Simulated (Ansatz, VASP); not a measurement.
**Two plane-wave programs on Os**

The input POSCAR:

```
Os
1.0
    2.7393806551      0.0000000000      0.0000000000
   -1.3696903275      2.3723732379      0.0000000000
    0.0000000000      0.0000000000      4.3138178725
Os
2
Direct
    0.3333333333      0.6666666667      0.2500000000
    0.6666666667      0.3333333333      0.7500000000
```

File INCAR.step1:

```
SYSTEM = Os
PREC     = Accurate       ! precision mode
ENCUT    = 520            ! plane-wave cutoff, eV
ISMEAR   = -1             ! smearing method
SIGMA    = 0.1            ! smearing width, eV
LREAL    = .False.        ! projectors in reciprocal space
LASPH    = .True.         ! aspherical terms in the spheres
NELM     = 80             ! most SCF steps
NBANDS   = 15             ! bands
GGA      = PE             ! functional
ALGO     = Normal         ! electronic algorithm
EDIFF    = 1E-4           ! SCF threshold, eV
LWAVE    = .True.         ! write WAVECAR
LCHARG   = .False.        ! write CHGCAR
```

File INCAR.step2:

```
SYSTEM = Os
PREC     = Accurate       ! precision mode
ENCUT    = 520            ! plane-wave cutoff, eV
EDIFF    = 1E-7           ! SCF threshold, eV
ISMEAR   = -1             ! smearing method
SIGMA    = 0.1            ! smearing width, eV
LREAL    = .False.        ! projectors in reciprocal space
LASPH    = .True.         ! aspherical terms in the spheres
NELM     = 80             ! most SCF steps
ALGO     = Normal         ! electronic algorithm
ISIF     = 2              ! what is computed and relaxed
LWAVE    = .False.        ! write WAVECAR
LCHARG   = .False.        ! write CHGCAR
METAGGA  = R2SCAN         ! meta-GGA
LMIXTAU  = .True.       
NBANDS   = 15             ! bands
ISTART   = 1
```

The input KPOINTS:

```
Automatic mesh
0
Gamma
  14 14 8
  0 0 0
```

Input for Ansatz:

```yaml
crystal:
  lattice:
    - [2.7393806551, 0.0, 0.0]
    - [-1.3696903275, 2.3723732379, 0.0]
    - [0.0, 0.0, 4.3138178725]
  atoms:
    - { symbol: Os, position: [0.3333333333, 0.6666666667, 0.25] }
    - { symbol: Os, position: [0.6666666667, 0.3333333333, 0.75] }
hamiltonian:
  xc: r2scan
  pseudopotentials:
    kind: paw
    azcp:
      Os: "pseudopotentials/Os.paw.azcp"
basis:
  ecutwfc: 500
  fft_grid_basis: typed
kpoints:
  mp_grid: { grid: [14, 14, 8], shift: [0, 0, 0] }
magnetization:
  spin_polarized: false
scf:
  occupations: { method: fermi_dirac, width: 0.1 }
  lower_state_search: "off"
output:
  stress: true
```

Alike in both runs: task single point; functional r2SCAN; k mesh 14 × 14 × 8; occupations fermi-dirac, width 0.1 eV; no spin polarisation.

|  | VASP | Ansatz |
| --- | --- | --- |
| version | VASP 6.6.1 | Ansatz 0.2.0 |
| potentials or method | VASP PAW PBE potentials, release 64 (Os), cutoff 520 eV | plane waves (500 eV) with PAW, scalar-relativistic |
| valence electrons in the cell | 16 | 32 |

```csv
,VASP,Ansatz,Ansatz less VASP
pressure (GPa),1.1,0.1,-0.99
"traceless stress, the component that is largest in VASP (GPa)",0.32,0.30,-0.021
```

VASP's potentials were made for PBE, not for r2SCAN. The functional is the same, so the differences come from potentials, cutoffs and numerics. VASP's potentials hold 16 valence electrons a cell and Ansatz's 32, so a difference there can come from the potentials and not from the codes.

Neither program's run includes spin-orbit coupling.
